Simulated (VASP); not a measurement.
# W6Cl in VASP: single point with revPBE

Aim: the single point of W6Cl with revPBE.

Program: VASP 6.6.1. These are calculated values, not measurements. Logs are shortened: lines on timing, memory, paths and dates and some standing lists are left out, and cuts for length are marked.

### 1 The cell of the first run

The cell holds a slab with vacuum, 14 atoms: a = 5.533 Å, b = 5.533 Å, c = 22.518 Å, α = 90.00°, β = 90.00°, γ = 109.47°.

### 2 Single point, revPBE

File INCAR:

```
SYSTEM = W6Cl
PREC = Accurate
ENCUT = 520
EDIFF = 1E-7
ISMEAR = -1
SIGMA = 0.05
LREAL = .False.
LASPH = .True.
NELM = 100
ALGO = Fast
ISIF = 2
LWAVE = .False.
LCHARG = .True.
LDIPOL = .True.
IDIPOL = 3
DIPOL = 0.5 0.5 0.481
GGA = RE
LELF = .True.
LVHAR = .True.
LVACPOTAV = .True.
NBANDS = 104
```

File KPOINTS:

```
regular mesh
0
Gamma
  5 5 1
  0 0 0
```

File POSCAR:

```
W6Cl
1.0
    5.5332095099      0.0000000000      0.0000000000
   -1.8444031700      5.2167599549      0.0000000000
    0.0000000000      0.0000000000     22.5178466464
W Cl
12 2
Direct
    0.2500000000      0.2500000000      0.3552737580
    0.2500000000      0.7500000000      0.3552737580
    0.7500000000      0.2500000000      0.3552737580
    0.7500000000      0.7500000000      0.3552737580
    0.5016224350      0.5003063941      0.4519706582
    0.4984812756      0.0015321479      0.4513679936
    0.0027955295      0.4972062385      0.4528237803
   -0.0003017008     -0.0016115487      0.4519780159
    0.7379312354      0.7621542189      0.5487780323
    0.7592126316      0.2455301424      0.5485391138
    0.2546324419      0.7407370595      0.5485311531
    0.2615163816      0.2383605517      0.5586272284
    0.9146047925      0.5852209834      0.6319117137
    1.2753549964      0.2242319843      0.6618743054
```

Potentials or basis: VASP PAW PBE potentials, release 64 (W_sv, Cl).

Command:

```
cat potpaw_PBE.64/W_sv/POTCAR potpaw_PBE.64/Cl/POTCAR > POTCAR
mpirun -np 1 vasp_std > vasp.out
```

OUTCAR:

```text
SYSTEM = W6Cl
   PREC = Accurate
   ENCUT = 520
   EDIFF = 1E-7
   ISMEAR = -1
   LREAL = .False.
   LASPH = .True.
   NELM = 100
   ISIF = 2
   GGA = RE

 ion  position               nearest neighbor table
   1  0.250  0.250  0.355-   5 2.70   8 2.70   3 2.77   3 2.77   2 2.77   2 2.77   6 3.12   7 3.13
                             4 3.19   4 3.19
   2  0.250  0.750  0.355-   6 2.69   7 2.72   4 2.77   4 2.77   1 2.77   1 2.77   8 3.13   5 3.14
                             3 3.19   3 3.19
   3  0.750  0.250  0.355-   6 2.69   7 2.72   1 2.77   1 2.77   4 2.77   4 2.77   5 3.13   8 3.14
                             2 3.19   2 3.19
   4  0.750  0.750  0.355-   5 2.70   8 2.70   2 2.77   2 2.77   3 2.77   3 2.77   6 3.14   7 3.17
                             1 3.19   1 3.19
   5  0.502  0.500  0.452-   4 2.70   9 2.70   1 2.70   6 2.75   7 2.75   7 2.78   6 2.78  12 2.89
                            11 3.09   3 3.13   2 3.14  10 3.18   8 3.18   8 3.21
   6  0.498  0.002  0.451-   3 2.69   2 2.69  11 2.72  10 2.72   5 2.75   8 2.75   8 2.78   5 2.78
                             9 3.08   1 3.12   4 3.14   7 3.19   7 3.20  12 3.23
   7  0.003  0.497  0.453-  10 2.67  11 2.67   2 2.72   3 2.72   8 2.75   5 2.75   5 2.78   8 2.78
                             1 3.13   4 3.17   6 3.19   6 3.20   9 3.22  12 3.34
   8  1.000  0.998  0.452-   4 2.70   9 2.70   1 2.70   6 2.75   7 2.75   7 2.78   6 2.78  12 2.89
                            10 3.10   2 3.13   3 3.14  11 3.18   5 3.18   5 3.21
   9  0.738  0.762  0.549-  13 2.46  11 2.64  10 2.64   8 2.70   5 2.70  10 2.90  11 2.90   6 3.08
                            12 3.21  12 3.21   7 3.22
  10  0.759  0.246  0.549-  13 2.59   9 2.64   7 2.67   6 2.72  12 2.75  12 2.80   9 2.90   8 3.10
                            11 3.16   5 3.18  11 3.22
  11  0.255  0.741  0.549-  13 2.59   9 2.64   7 2.67   6 2.72  12 2.75  12 2.80   9 2.90   5 3.09
                            10 3.16   8 3.18  10 3.22
  12  0.262  0.238  0.559-  14 2.33  10 2.75  11 2.75  11 2.80  10 2.80   8 2.89   5 2.89   9 3.21
                             9 3.21   6 3.23   7 3.34
  13  0.915  0.585  0.632-   9 2.46  10 2.59  11 2.59
  14  0.275  0.224  0.662-  12 2.33

  LATTYP: Found a base centered orthorhombic cell.
 ALAT       =     6.3892000000
 B/A-ratio  =     1.4142135624
 C/A-ratio  =     3.5243608975

  Lattice vectors:

 A1 = (   5.5332095099,   0.0000000000,   0.0000000000)
 A2 = (  -1.8444031700,   5.2167599549,   0.0000000000)
 A3 = (   0.0000000000,   0.0000000000,  22.5178466464)

Analysis of symmetry for initial positions (statically):
=====================================================================
 Subroutine PRICEL returns:
 Original cell was already a primitive cell.

 Routine SETGRP: Setting up the symmetry group for a
 base centered orthorhombic supercell.

 Subroutine GETGRP returns: Found  1 space group operations
 (whereof  1 operations were pure point group operations)
 out of a pool of  8 trial point group operations.

The static configuration has the point symmetry C_1 .

Analysis of symmetry for dynamics (positions and initial velocities):
=====================================================================
 Subroutine PRICEL returns:
 Original cell was already a primitive cell.

 Routine SETGRP: Setting up the symmetry group for a
 base centered orthorhombic supercell.

 Subroutine GETGRP returns: Found  1 space group operations
 (whereof  1 operations were pure point group operations)
 out of a pool of  8 trial point group operations.

The dynamic configuration has the point symmetry C_1 .

 Subroutine INISYM returns: Found  1 space group operations
 (whereof  1 operations are pure point group operations),
 and found     1 'primitive' translations

----------------------------------------------------------------------------------------

                                     Primitive cell

  volume of cell :     649.9872

  direct lattice vectors                    reciprocal lattice vectors
     5.533209510  0.000000000  0.000000000     0.180726936  0.063896621  0.000000000
    -1.844403170  5.216759955  0.000000000     0.000000000  0.191689863  0.000000000
     0.000000000  0.000000000 22.517846646     0.000000000  0.000000000  0.044409220

  length of vectors
     5.533209510  5.533209510 22.517846646     0.191689863  0.191689863  0.044409220

  position of ions in fractional coordinates (direct lattice)
     0.250000000  0.250000000  0.355273758
     0.250000000  0.750000000  0.355273758
[... 60 lines left out ...]
  0.000000  0.200000  0.000000      2.000000
  0.400000  0.000000  0.000000      2.000000
  0.000000  0.400000  0.000000      2.000000
  0.200000  0.200000  0.000000      2.000000
  0.400000  0.200000  0.000000      2.000000
  0.200000  0.400000  0.000000      2.000000
 -0.400000  0.200000  0.000000      2.000000
  0.200000 -0.400000  0.000000      2.000000
 -0.200000  0.200000  0.000000      2.000000
  0.400000  0.400000  0.000000      2.000000
 -0.400000  0.400000  0.000000      2.000000
   k-points           NKPTS =     13   k-points in BZ     NKDIM =     13   number of bands    NBANDS=    104
   number of dos      NEDOS =    301   number of ions     NIONS =     14
   total plane-waves  NPLWV = 296352
   dimension x,y,z NGX =    42 NGY =   42 NGZ =  168
   dimension x,y,z NGXF=    84 NGYF=   84 NGZF=  336
   ions per type =              12   2
   NGX,Y,Z   is equivalent  to a cutoff of  12.62, 12.62, 12.40 a.u.
   NGXF,Y,Z  is equivalent  to a cutoff of  25.24, 25.24, 24.81 a.u.
 SYSTEM =  W6Cl
   PREC   = accura    normal or accurate (medium, high low for compatibility)
   ISTART =      0    job   : 0-new  1-cont  2-samecut
   ICHARG =      2    charge: 1-file 2-atom 10-const
   ISPIN  =      1    spin polarized calculation?
   LNONCOLLINEAR =      F non collinear calculations
   LSORBIT =      F    spin-orbit coupling
   LASPH  =      T    aspherical Exc in radial PAW
   ENCUT  =  520.0 eV  38.22 Ry    6.18 a.u.  10.29 10.29 41.87*2*pi/ulx,y,z
   NELM   =    100;   NELMIN=  2; NELMDL= -5     # of ELM steps
   EDIFF  = 0.1E-06   stopping-criterion for ELM
   LREAL  =      F    real-space projection
   EDIFFG = 0.1E-05   stopping-criterion for IOM
   NSW    =      0    number of steps for IOM
   IBRION =     -1    ionic relax: 0-MD 1-quasi-New 2-CG
   NFREE  =      0    steps in history (QN), initial steepest desc. (CG)
   ISIF   =      2    stress and relaxation
   ISYM   =      2    0-nonsym 1-usesym 2-fastsym
   POTIM  = 0.5000    time-step for ionic-motion
   TEBEG  =    0.0;   TEEND  =   0.0 temperature during run
   PSTRESS=    0.0 pullay stress
   NELECT =     182.0000    total number of electrons
   NUPDOWN=      -1.0000    fix difference up-down
   EMIN   =  10.00;   EMAX   =-10.00  energy-range for DOS
   EFERMI =   0.00;   METHOD = LEGACY
   ISMEAR =    -1;   SIGMA  =   0.05  broadening in eV -4-tet -1-fermi 0-gaus
   EFERMI_NEDOS =   21; number of points for ismear=-14 and -15
   IALGO  =     68    algorithm
   IMIX   =      4    mixing-type and parameters
     AMIX     =   0.40;   BMIX     =  1.00
     AMIX_MAG =   1.60;   BMIX_MAG =  1.00
  volume/ion in A,a.u.               =      46.43       313.31
  Fermi-wavevector in a.u.,A,eV,Ry     =   1.071019  2.023932 15.606983  1.147081
  Thomas-Fermi vector in A             =   2.206746
   LORBIT       =      0    0 simple, 1 ext, 2 COOP (PROOUT), +10 PAW based schemes
   GGA     = RE    functional components
   LHFCALC =     F    Hartree Fock is set to
   AEXX    =    0.0000 exact exchange contribution
   IVDW    =     0    specifies the selected vdW correction
   LEPSILON=     F    determine dielectric tensor
   LRPA    =     F    only Hartree local field effects (RPA)
 non-spin polarized calculation
 RMM-DIIS sequential band-by-band and
  energy-cutoff  :      520.00
  volume of cell :      649.99
 maximum number of plane-waves:     17526
 NGX is ok and might be reduce to    42
   NGX = 21   NGY = 21   NGZ = 83

 dipolmoment           0.000000      0.000000     -0.001262 electrons x Angstroem

 number of electron     182.0000011 magnetization

 dipolmoment           0.000000      0.000000      0.034267 electrons x Angstroem

 Free energy of the ion-electron system (eV)
  ---------------------------------------------------
  ext. energy  EPLUGINS =         0.00000000
  ---------------------------------------------------
  free energy    TOTEN  =      -146.27669649 eV

  energy without entropy =     -146.19403996  energy(sigma->0) =     -146.23536822

 E-fermi :   0.5788     XC(G=0):  -5.4551

 val. band max:        0.5703365886   @ k =   0.2000   0.2000   0.0000
 cond. band min:       0.5804914248   @ k =  -0.2000   0.2000   0.0000
 fundamental gap:      0.0101548362
 Fermi energy:         0.5788474039

 k-point     1 :       0.0000    0.0000    0.0000
  band No.  band energies     occupation
      1     -73.7951      2.00000
      2     -73.6331      2.00000
      3     -73.5582      2.00000
      4     -73.5529      2.00000
      5     -73.5368      2.00000
      6     -73.5153      2.00000
[... 1367 lines left out ...]
    102       1.7949      0.00000
    103       1.9200      0.00000
 [bands above 103 left out]

------------------------ aborting loop because EDIFF is reached ----------------------------------------

  FORCE on cell =-STRESS in cart. coord.  units (eV):
  Direction    XX          YY          ZZ          XY          YZ          ZX
  --------------------------------------------------------------------------------------
  -------------------------------------------------------------------------------------
  Total       -8.1033193    -10.5389933      0.4067892     -3.4437172     -0.0326995      0.0530552
  in kB      -19.9741684    -25.9779504      1.0027096     -8.4885447     -0.0806021      0.1307778
  external PRESSURE =     -14.9831364 kB  Pullay stress =       0.0000000 kB

 VOLUME and BASIS-vectors are now :
 -----------------------------------------------------------------------------
  energy-cutoff  :      520.00
  volume of cell :      649.99
      direct lattice vectors                 reciprocal lattice vectors
     5.533209510  0.000000000  0.000000000     0.180726936  0.063896621  0.000000000
    -1.844403170  5.216759955  0.000000000     0.000000000  0.191689863  0.000000000
     0.000000000  0.000000000 22.517846646     0.000000000  0.000000000  0.044409220

 POSITION                                       TOTAL-FORCE (eV/Angst)
 -----------------------------------------------------------------------------------
      0.92220      1.30419      8.00000        -0.108558      0.076826     -0.027376
     -0.00000      3.91257      8.00000         0.002110      0.077046     -0.095880
      3.68881      1.30419      8.00000        -0.071279     -0.026982     -0.096091
      2.76660      3.91257      8.00000         0.168997     -0.119884      0.093875
      1.85282      2.60998     10.17741        -0.004302     -0.003293      0.006500
      2.75538      0.00799     10.16384         0.000322     -0.000783      0.008590
     -0.90158      2.59381     10.19662         0.001290     -0.000317     -0.004000
      3.69011      5.20835     10.17757         0.001906      0.005222      0.004280
      2.67741      3.97598     12.35730         0.007553     -0.008902      0.015797
      3.74803      1.28087     12.35192        -0.000467     -0.003599      0.022887
      0.04272      3.86425     12.35174        -0.005134      0.000841      0.026175
      1.00739      1.24347     12.57908         0.001166      0.004682      0.014154
      3.98132      3.05296     14.22929         0.004639     -0.001003      0.026597
      1.11002      1.16976     14.90398         0.001758      0.000145      0.004493
 -----------------------------------------------------------------------------------
    total drift:                                0.000023     -0.000031      0.000748

  FREE ENERGIE OF THE ION-ELECTRON SYSTEM (eV)
  ---------------------------------------------------
  free  energy   TOTEN  =      -146.2766964856 eV

  energy  without entropy=     -146.1940399628  energy(sigma->0) =     -146.23536822

 vacuum level on the upper side and lower side of the slab         5.555         5.341
```

Wall time 61 min (1 thread of Oxide Virtual Turin-like, shared host); peak memory 0.97 GiB.

Results:

```
Free energy            : -146.2767 eV
Largest force          : 0.227 eV/Å
Band gap on the k mesh : zero (bands 91 and 92 overlap by 1.13 eV)
```

Forces in eV/Å, atoms in the order of the input:
```
W   -0.109  0.077 -0.027
W    0.002  0.077 -0.096
W   -0.071 -0.027 -0.096
W    0.169 -0.120  0.094
W   -0.004 -0.003  0.006
W    0.000 -0.001  0.009
W    0.001  0.000 -0.004
W    0.002  0.005  0.004
W    0.008 -0.009  0.016
W    0.000 -0.004  0.023
W   -0.005  0.001  0.026
W    0.001  0.005  0.014
Cl   0.005 -0.001  0.027
Cl   0.002  0.000  0.004
```

Levels at points of the mesh, in eV from the Fermi level:
```
           k point  band 89  band 90  band 91  band 92  band 93  band 94
(0.00, 0.00, 0.00)     0.34     0.50     0.68     1.21     1.21     1.45
```

Caveat: the PAW data sets were made with another functional, which shifts forces and pressure a little; spin-orbit coupling is left out, which moves the levels of the heavy elements.
